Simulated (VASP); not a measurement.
# CdSe (Fm-3m) in VASP: settings compared

CdSe is run at these levels: PBEsol, LDA, r2SCAN; tasks: single point.

Program: VASP 6.6.1. These are calculated values, not measurements. Logs are shortened: lines on timing, memory, paths and dates and some standing lists are left out, and cuts for length are marked.

### 1 The cell of the first run

It takes space group Fm-3m (No. 225, cubic). The conventional cell has a = 5.748 Å, b = 5.748 Å, c = 5.748 Å, α = 90.00°, β = 90.00°, γ = 90.00°. Cd (site symmetry m-3m) has 6 Se at 2.87 Å within 3.8 Å. Within 3.8 Å of Se (site symmetry m-3m) lie 6 Cd at 2.87 Å.

### 2 Single point, PBEsol

Contents of INCAR:

```
SYSTEM = CdSe
ALGO = Normal ; EDIFF = 1E-6
ENCUT = 520 ; GGA = PS
ISIF = 2 ; ISMEAR = -1
LASPH = .TRUE. ; LCHARG = .FALSE.
LREAL = .FALSE. ; LWAVE = .FALSE.
NBANDS = 16 ; NELM = 80
PREC = Accurate ; SIGMA = 0.05
```

Contents of KPOINTS:

```
k-points
0
G
  6 6 6
  0 0 0
```

Contents of POSCAR:

```
CdSe
1.0
    0.0000000000      2.8739580000      2.8739580000
    2.8739580000      0.0000000000      2.8739580000
    2.8739580000      2.8739580000      0.0000000000
Cd Se
1 1
Direct
    0.0000000000      0.0000000000      0.0000000000
    0.5000000000      0.5000000000      0.5000000000
```

Potentials or basis: VASP PAW PBE potentials, release 64 (Cd, Se).

Command:

```console
$ cat potpaw_PBE.64/Cd/POTCAR potpaw_PBE.64/Se/POTCAR > POTCAR
$ mpirun -np 1 vasp_std > vasp.out
```

OUTCAR:

```text
SYSTEM = CdSe
   EDIFF = 1E-6
   ENCUT = 520
   GGA = PS
   ISIF = 2
   ISMEAR = -1
   LASPH = .TRUE.
   LREAL = .FALSE.
   NELM = 80
   PREC = Accurate

 ion  position               nearest neighbor table
   1  0.000  0.000  0.000-   2 2.87   2 2.87   2 2.87   2 2.87   2 2.87   2 2.87
   2  0.500  0.500  0.500-   1 2.87   1 2.87   1 2.87   1 2.87   1 2.87   1 2.87

  LATTYP: Found a face centered cubic cell.
 ALAT       =     5.7479160000

  Lattice vectors:

 A1 = (   0.0000000000,   2.8739580000,   2.8739580000)
 A2 = (   2.8739580000,   0.0000000000,   2.8739580000)
 A3 = (   2.8739580000,   2.8739580000,   0.0000000000)

Analysis of symmetry for initial positions (statically):
=====================================================================
 Subroutine PRICEL returns:
 Original cell was already a primitive cell.

 Routine SETGRP: Setting up the symmetry group for a
 face centered cubic supercell.

 Subroutine GETGRP returns: Found 48 space group operations
 (whereof 48 operations were pure point group operations)
 out of a pool of 48 trial point group operations.

The static configuration has the point symmetry O_h .

Analysis of symmetry for dynamics (positions and initial velocities):
=====================================================================
 Subroutine PRICEL returns:
 Original cell was already a primitive cell.

 Routine SETGRP: Setting up the symmetry group for a
 face centered cubic supercell.

 Subroutine GETGRP returns: Found 48 space group operations
 (whereof 48 operations were pure point group operations)
 out of a pool of 48 trial point group operations.

The dynamic configuration has the point symmetry O_h .

 Subroutine INISYM returns: Found 48 space group operations
 (whereof 48 operations are pure point group operations),
 and found     1 'primitive' translations

----------------------------------------------------------------------------------------

                                     Primitive cell

  volume of cell :      47.4757

  direct lattice vectors                    reciprocal lattice vectors
     0.000000000  2.873958000  2.873958000    -0.173976098  0.173976098  0.173976098
     2.873958000  0.000000000  2.873958000     0.173976098 -0.173976098  0.173976098
     2.873958000  2.873958000  0.000000000     0.173976098  0.173976098 -0.173976098

  length of vectors
     4.064390381  4.064390381  4.064390381     0.301335442  0.301335442  0.301335442

[... 70 lines left out ...]
   NELM   =     80;   NELMIN=  2; NELMDL= -5     # of ELM steps
   EDIFF  = 0.1E-05   stopping-criterion for ELM
   LREAL  =      F    real-space projection
   EDIFFG = 0.1E-04   stopping-criterion for IOM
   NSW    =      0    number of steps for IOM
   IBRION =     -1    ionic relax: 0-MD 1-quasi-New 2-CG
   NFREE  =      0    steps in history (QN), initial steepest desc. (CG)
   ISIF   =      2    stress and relaxation
   ISYM   =      2    0-nonsym 1-usesym 2-fastsym
   POTIM  = 0.5000    time-step for ionic-motion
   TEBEG  =    0.0;   TEEND  =   0.0 temperature during run
   PSTRESS=    0.0 pullay stress
   NELECT =      18.0000    total number of electrons
   NUPDOWN=      -1.0000    fix difference up-down
   EMIN   =  10.00;   EMAX   =-10.00  energy-range for DOS
   EFERMI =   0.00;   METHOD = LEGACY
   ISMEAR =    -1;   SIGMA  =   0.05  broadening in eV -4-tet -1-fermi 0-gaus
   EFERMI_NEDOS =   21; number of points for ismear=-14 and -15
   IALGO  =     38    algorithm
   IMIX   =      4    mixing-type and parameters
     AMIX     =   0.40;   BMIX     =  1.00
     AMIX_MAG =   1.60;   BMIX_MAG =  1.00
  volume/ion in A,a.u.               =      23.74       160.19
  Fermi-wavevector in a.u.,A,eV,Ry     =   1.184882  2.239103 19.101849  1.403946
  Thomas-Fermi vector in A             =   2.321088
   LORBIT       =      0    0 simple, 1 ext, 2 COOP (PROOUT), +10 PAW based schemes
   GGA     = PS    functional components
   LHFCALC =     F    Hartree Fock is set to
   AEXX    =    0.0000 exact exchange contribution
   IVDW    =     0    specifies the selected vdW correction
   LEPSILON=     F    determine dielectric tensor
   LRPA    =     F    only Hartree local field effects (RPA)
 non-spin polarized calculation
  energy-cutoff  :      520.00
  volume of cell :       47.48
 maximum number of plane-waves:      1303
   NGX = 15   NGY = 15   NGZ = 15

 number of electron      18.0000008 magnetization

 Free energy of the ion-electron system (eV)
  ---------------------------------------------------
  ext. energy  EPLUGINS =         0.00000000
  ---------------------------------------------------
  free energy    TOTEN  =        -5.95929669 eV

  energy without entropy =       -5.95360550  energy(sigma->0) =       -5.95645109

 E-fermi :   2.1705     XC(G=0): -10.1882

 val. band max:        2.0988154384   @ k =   0.0000   0.0000   0.0000
 cond. band min:       3.0127592377   @ k =   0.5000   0.3333   0.0000
 fundamental gap:      0.9139437993
 Fermi energy:         2.1704580585

 k-point     1 :       0.0000    0.0000    0.0000
  band No.  band energies     occupation
      1     -10.7868      2.00000
      2      -5.7381      2.00000
      3      -5.7381      2.00000
      4      -5.7200      2.00000
      5      -5.7200      2.00000
      6      -5.7200      2.00000
[... 281 lines left out ...]
      3      -5.7763      2.00000
      4      -5.6311      2.00000
      5      -5.5288      2.00000
      6      -5.1686      2.00000
[... 8 lines left out ...]
     15      15.0244      0.00000
     16      16.9939      0.00000

------------------------ aborting loop because EDIFF is reached ----------------------------------------

  FORCE on cell =-STRESS in cart. coord.  units (eV):
  Direction    XX          YY          ZZ          XY          YZ          ZX
  --------------------------------------------------------------------------------------
  -------------------------------------------------------------------------------------
  Total       -1.0096538     -1.0096538     -1.0096538     -0.0000000      0.0000000      0.0000000
  in kB      -34.0731127    -34.0731127    -34.0731127     -0.0000000      0.0000000      0.0000000
  external PRESSURE =     -34.0731127 kB  Pullay stress =       0.0000000 kB

 VOLUME and BASIS-vectors are now :
 -----------------------------------------------------------------------------
  energy-cutoff  :      520.00
  volume of cell :       47.48
      direct lattice vectors                 reciprocal lattice vectors
     0.000000000  2.873958000  2.873958000    -0.173976098  0.173976098  0.173976098
     2.873958000  0.000000000  2.873958000     0.173976098 -0.173976098  0.173976098
     2.873958000  2.873958000  0.000000000     0.173976098  0.173976098 -0.173976098

 POSITION                                       TOTAL-FORCE (eV/Angst)
 -----------------------------------------------------------------------------------
      0.00000      0.00000      0.00000         0.000000      0.000000     -0.000000
      2.87396      2.87396      2.87396         0.000000      0.000000      0.000000
 -----------------------------------------------------------------------------------
    total drift:                               -0.000000      0.000000      0.000000

  FREE ENERGIE OF THE ION-ELECTRON SYSTEM (eV)
  ---------------------------------------------------
  free  energy   TOTEN  =        -5.9592966862 eV

  energy  without entropy=       -5.9536054958  energy(sigma->0) =       -5.95645109
```

Wall time 6 s (1 thread of Intel Xeon 6975P-C, shared host); peak memory 0.17 GiB.

What came out:

- Free energy: -5.9593 eV
- Pressure: -3.4 GPa
- Band gap on the k mesh: zero (band 9 reaches 2.09 eV, above the bottom of band 10 at 1.59 eV)

Caveat: the PAW data sets were made with another functional, which shifts forces and pressure a little.

### 3 Single point, LDA

Contents of INCAR:

```
SYSTEM = CdSe
PREC = Accurate
ENCUT = 520
EDIFF = 1E-6
ISMEAR = -1
SIGMA = 0.05
LREAL = .False.
LASPH = .True.
NELM = 80
ALGO = Normal
ISIF = 2
LWAVE = .False.
LCHARG = .False.
GGA = CA
NBANDS = 16
```

Contents of KPOINTS:

```
regular mesh
0
Gamma
  6 6 6
  0 0 0
```

POSCAR is that of step 2.

Potentials or basis: VASP PAW LDA potentials, release 64 (Cd, Se).

Command:

```console
$ cat potpaw_LDA.64/Cd/POTCAR potpaw_LDA.64/Se/POTCAR > POTCAR
$ mpirun -np 1 vasp_std > vasp.out
```

It took 6.3 s on 1 thread of Intel Xeon 6975P-C, shared host; peak memory 0.15 GiB.

Results (log left out):

```yaml
Free_energy: -6.5233 eV
Pressure: -5.5 GPa
Band_gap_on_the_k_mesh: zero (band 9 reaches 2.13 eV, above the bottom of band 10 at 1.52 eV)
```

Levels at points of the mesh, in eV from the Fermi level:
| k point | band 7 | band 8 | band 9 | band 10 | band 11 | band 12 |
| --- | --- | --- | --- | --- | --- | --- |
| (0.00, 0.00, 0.00) | -0.66 | -0.66 | -0.66 | -0.18 | 8.58 | 8.58 |
| (0.50, 0.00, 0.00) | -5.04 | -0.08 | -0.08 | 2.83 | 5.09 | 5.09 |
| (0.50, 0.50, 0.00) | -4.16 | -2.11 | -2.11 | -0.68 | 5.37 | 9.49 |

[end of part 1 of 2]
